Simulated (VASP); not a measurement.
Here is a VASP 6.6.1 calculation.

The input INCAR:

```
SYSTEM = Si16Au
ALGO     = Normal         ! electronic algorithm
EDIFF    = 1E-6           ! SCF threshold, eV
ENCUT    = 520            ! plane-wave cutoff, eV
GGA      = CA             ! functional
ISIF     = 2              ! what is computed and relaxed
ISMEAR   = 0              ! smearing method
ISPIN    = 2              ! spin polarisation
LASPH    = .TRUE.         ! aspherical terms in the spheres
LCHARG   = .FALSE.        ! write CHGCAR
LMAXMIX  = 4              ! l up to which the mixer works
LORBIT   = 11             ! projections on sites
LREAL    = Auto         
LWAVE    = .FALSE.        ! write WAVECAR
MAGMOM   = 0 0 0 0 0 0 0 0 0 0 0 0 0 0 0 0 0 ! initial moments
NBANDS   = 56             ! bands
NELM     = 150            ! most SCF steps
PREC     = Accurate       ! precision mode
SIGMA    = 0.05           ! smearing width, eV
```

File KPOINTS:

```
k-points
0
G
  2 2 2
  0 0 0
```

Contents of POSCAR:

```
Si16Au
1.0
    0.0000000000      5.4300000000      5.4300000000
    5.4300000000      0.0000000000      5.4300000000
    5.4300000000      5.4300000000      0.0000000000
Si Au
16 1
Direct
    0.0029291897      0.0110124309     -0.0169404236
    0.1184831492      0.1432161142      0.1071884899
   -0.0162523941      0.0048148250      0.5177748619
    0.1322365562      0.1301897790      0.6122465009
   -0.0127267035      0.4987272560      0.0530180479
    0.1353005525      0.6368469613      0.1359197053
   -0.0024576427      0.5005895028      0.5208736648
    0.0996379374      0.6115705341      0.6856414365
    0.5016350829      0.0051912523     -0.0221733886
    0.6314081952      0.1293695212      0.0974376611
    0.5043512891      0.0038032228      0.4724787293
    0.6187549724      0.1254089319      0.6079901473
    0.5089724678      0.5011089319     -0.0154450276
    0.6308921731      0.6218203499      0.1135798343
    0.4911418048      0.4909278085      0.5201653775
    0.6267856354      0.6313616943      0.6132119705
    0.2582125230      0.7720604052      0.3036699816
```

Potentials or basis: VASP PAW LDA potentials, release 64 (Si, Au).

Run with:

```sh
$ cat potpaw_LDA.64/Si/POTCAR potpaw_LDA.64/Au/POTCAR > POTCAR
$ mpirun -np 1 vasp_std > vasp.out
```

Estimate the largest force.

0.357 eV/Å.

Estimate the pressure.

2.9 GPa.

Predict the net moment.

0.00 μB per cell.

Stress tensor (GPa, compression positive):
```
 2.87 -0.66 -0.43
-0.66  2.90 -0.47
-0.43 -0.47  3.01
```

Caveat: the k points lie up to 0.50 Å⁻¹ apart; no moment was typed at the start, so none could form.
